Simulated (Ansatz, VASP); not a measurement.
One calculation of ZnF2, two programs

```
CELL_PARAMETERS angstrom
4.70336 0.00000 0.00000
0.00000 4.70336 0.00000
0.00000 0.00000 3.12679
ATOMIC_POSITIONS crystal
Zn 0.00000 0.00000 0.00000
Zn 0.50000 0.50000 0.50000
F 0.30319 0.30319 0.00000
F 0.19681 0.80319 0.50000
F 0.69681 0.69681 0.00000
F 0.80319 0.19681 0.50000
```

Alike in both runs: task single point; functional PBE; k mesh 6 × 6 × 8; no spin polarisation.

```csv
,VASP,Ansatz
version,VASP 6.6.1,Ansatz 0.2.0
potentials or method,"VASP PAW PBE potentials, release 64 (Zn, F)","plane waves, PAW"
plane-wave cutoff (eV),600,420
occupations,"gaussian, width 0.01 eV",fixed
valence electrons in the cell,52,52
```

Ansatz gave:

```
gap on the k mesh at the Fermi level (eV)                     : 3.58
pressure (GPa)                                                : 6.4
traceless stress, the component that is largest in VASP (GPa) : 0.59
rms of the force components (eV/Å)                            : 0.015
```

Task: Estimate VASP's values.

Result: gap on the k mesh at the Fermi level (eV): 3.51; pressure (GPa): 7.0; traceless stress, the component that is largest in VASP (GPa): 0.78; rms of the force components (eV/Å): 0.020.

Atom by atom the forces differ by 0.005 eV/Å (rms over components).
